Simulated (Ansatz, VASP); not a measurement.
# AlN in VASP and in Ansatz

```
CELL_PARAMETERS angstrom
0.00000 -2.05566 -2.05566
0.00000 2.05566 -2.05566
4.11132 0.00000 0.00000
ATOMIC_POSITIONS crystal
Al 0.52792 0.47208 0.00000
Al 0.97208 0.02792 0.50000
N 0.48856 0.51144 0.50000
N 0.01144 0.98856 0.00000
```

Change from the starting cell: mode 4 frozen in at -0.112 Å, equal normal strain along x, y and z +0.0250.

Alike in both runs: task single point; functional LDA; k mesh 8 × 8 × 6; occupations gaussian, width 0.05 eV; no spin polarisation.

|  | VASP | Ansatz |
| --- | --- | --- |
| version | VASP 6.6.1 | Ansatz 0.2.0 |
| potentials or method | VASP PAW LDA potentials, release 64 (Al, N), cutoff 520 eV | scalar-relativistic, plane waves, PAW |
| valence electrons in the cell | 16 | 16 |

|  | VASP | Ansatz | Ansatz less VASP |
| --- | --- | --- | --- |
| gap on the k mesh at the Fermi level (eV) | 3.91 | 3.92 | +0.011 |
| least direct gap on the mesh (eV) | 4.00 | 4.01 | +0.011 |
| pressure (GPa) | -16.3 | -16.7 | -0.42 |
| traceless stress, the component that is largest in VASP (GPa) | -1.71 | -1.70 | +0.017 |
| rms of the force components (eV/Å) | 0.453 | 0.450 | -0.0033 |

LDA's correlation is that of Perdew and Zunger in VASP and of Perdew and Wang (1992) in Ansatz. Atom by atom the forces differ by 0.009 eV/Å (rms over components).
